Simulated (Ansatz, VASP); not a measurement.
# Ga5N in VASP and in Ansatz

```
Ga N
1.0
     6.47385    0.00000    0.00000
    -3.23693    5.60652    0.00000
     0.00000    0.00000    2.83275
Ga N
5 1
Direct
  0.74135 0.74135 0.00000
  0.33333 0.66667 0.50000
  0.00000 0.25865 0.00000
  0.25865 0.00000 0.00000
  0.66667 0.33333 0.50000
  0.00000 0.00000 0.50000
```

Change from the starting cell: species swapped into the MgPd5 type (P-62m, No. 189).

Alike in both runs: functional PBE; k mesh 12 × 12 × 8; occupations gaussian, width 0.1 eV; no spin polarisation.

Ansatz relaxed the structure, and its values are those at the end. VASP's run is a single point on that final structure, the one shown.

|  | VASP | Ansatz |
| --- | --- | --- |
| version | VASP 6.6.1 | Ansatz 0.2.0 |
| potentials or method | VASP PAW PBE potentials, release 64 (Ga_d, N), cutoff 520 eV | scalar-relativistic, plane waves, PAW |
| valence electrons in the cell | 70 | 70 |

```csv
,VASP,Ansatz,Ansatz less VASP
gap on the k mesh at the Fermi level (eV),none,none,-
pressure (GPa),0.2,0.0,-0.18
rms of the force components (eV/Å),0.011,0.000,-0.0102
```

A gap of «none» marks a metal or a gap that the smearing closes.
